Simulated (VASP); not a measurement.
A run of VASP 6.6.1 is set up as follows.

Contents of INCAR:

```
SYSTEM = Si3N4
AGGAC    = 1.0          
AGGAX    = 1.0          
ALDAC    = 0.0          
ALDAX    = 1.0          
ALGO     = Normal         ! electronic algorithm
EDIFF    = 1E-6           ! SCF threshold, eV
EDIFFG   = -0.01          ! ionic threshold
ENCUT    = 600            ! plane-wave cutoff, eV
GGA      = B5             ! functional
IBRION   = 2              ! ionic algorithm
ISIF     = 3              ! what is computed and relaxed
ISMEAR   = -1             ! smearing method
IVDW     = 12             ! dispersion correction
LASPH    = .TRUE.         ! aspherical terms in the spheres
LCHARG   = .FALSE.        ! write CHGCAR
LREAL    = .FALSE.        ! projectors in reciprocal space
LWAVE    = .FALSE.        ! write WAVECAR
NELM     = 80             ! most SCF steps
NSW      = 60             ! ionic steps
PREC     = Accurate       ! precision mode
SIGMA    = 0.05           ! smearing width, eV
VDW_A1   = 0.4298       
VDW_A2   = 4.2359       
VDW_S6   = 1.0          
VDW_S8   = 2.6996
```

The input KPOINTS:

```
k-points
0
G
  7 7 7
  0 0 0
```

File POSCAR:

```
Si3N4
1.0
    4.1307800000      0.0000000000      0.0000000000
    0.0000000000      4.1307800000      0.0000000000
    0.0000000000      0.0000000000      4.1307800000
Si N
3 4
Direct
    0.0000000000      0.0000000000      0.5000000000
    0.5000000000      0.0000000000      0.0000000000
    0.0000000000      0.5000000000      0.0000000000
    0.2395200000      0.2395200000      0.7604800000
    0.7604800000      0.7604800000      0.7604800000
    0.2395200000      0.7604800000      0.2395200000
    0.7604800000      0.2395200000      0.2395200000
```

Potentials or basis: VASP PAW PBE potentials, release 64 (Si, N).

The run is started by

```sh
$ cat potpaw_PBE.64/Si/POTCAR potpaw_PBE.64/N/POTCAR > POTCAR
$ mpirun -np 1 vasp_std > vasp.out
```

Task: Predict the space group after relaxing (to 0.05 Å).

Result: P-43m (No. 215).

Task: What does it give for the band gap on the k mesh?

Result: 3.01 eV, indirect (least direct gap 3.20 eV).

Step by step:
| step | energy change (eV) | largest force (eV/Å) | pressure (GPa) | volume (Å³) |
| --- | --- | --- | --- | --- |
| 1 | 0.0000 | 0.1114 | -4.91 | 70.48 |
| 2 | 0.0167 | 0.4155 | 6.75 | 67.38 |
| 3 | -0.0217 | 0.1046 | -0.15 | 69.13 |
| 4 | -0.0217 | 0.1093 | -0.06 | 69.11 |
| 5 | -0.0229 | 0.0256 | 0.03 | 68.98 |
| 6 | -0.0229 | 0.0043 | 0.05 | 68.94 |

Caveat: the PAW data sets were made with another functional, which shifts forces and pressure a little. A k mesh can miss the band edges.
